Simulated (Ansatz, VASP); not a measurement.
## BC5 in VASP and in Ansatz

```
B C
1.0
     0.00000    2.93439    2.93439
     2.93439    0.00000    2.93439
     2.93439    2.93439    0.00000
B C
1 5
Direct
  0.25000 0.25000 0.25000
  0.50000 0.50000 0.50000
  0.84446 0.84446 0.84446
  0.84446 0.84446 0.46662
  0.84446 0.46662 0.84446
  0.46662 0.84446 0.84446
```

Alike in both runs: functional PBE; k mesh 6 × 6 × 6; occupations gaussian, width 0.1 eV; no spin polarisation.

Ansatz relaxed the structure, and its values are those at the end. VASP's run is a single point on that final structure, the one shown.

|  | VASP | Ansatz |
| --- | --- | --- |
| version | VASP 6.6.1 | Ansatz 0.2.0 |
| potentials or method | VASP PAW PBE potentials, release 64 (B, C), cutoff 520 eV | scalar-relativistic, plane waves, PAW |
| valence electrons in the cell | 23 | 23 |

VASP gave:

| Item | Value |
| --- | --- |
| gap on the k mesh at the Fermi level (eV) | none |
| pressure (GPa) | 0.7 |
| rms of the force components (eV/Å) | 0.036 |

**Question.** What did Ansatz give for the same quantities?

**Answer.** gap on the k mesh at the Fermi level (eV): none; pressure (GPa): 0.3; rms of the force components (eV/Å): 0.020.

A gap of «none» marks a metal or a gap that the smearing closes.
